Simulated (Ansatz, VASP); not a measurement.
# One calculation of Br, two programs

```
Br
1.0
     4.07616    0.00000    0.00000
    -2.03808    3.53006    0.00000
     0.00000    0.00000    6.45542
Br
3
Direct
  0.00000 0.50000 0.33333
  0.50000 0.50000 0.66667
  0.50000 0.00000 0.00000
```

Alike in both runs: functional PBE; k mesh 6 × 6 × 4; occupations gaussian, width 0.1 eV; no spin polarisation.

Ansatz relaxed the structure, and its values are those at the end. VASP's run is a single point on that final structure, the one shown.

|  | VASP | Ansatz |
| --- | --- | --- |
| version | VASP 6.6.1 | Ansatz 0.2.0 |
| potentials or method | VASP PAW PBE potentials, release 64 (Br), cutoff 520 eV | scalar-relativistic, plane waves, PAW |
| valence electrons in the cell | 21 | 21 |

|  | VASP | Ansatz | Ansatz less VASP |
| --- | --- | --- | --- |
| gap on the k mesh at the Fermi level (eV) | none | none | - |
| pressure (GPa) | -0.2 | -0.2 | 0.00 |

A gap of «none» marks a metal or a gap that the smearing closes. With one functional, cell and mesh, what is left measures potentials, basis and numerics.
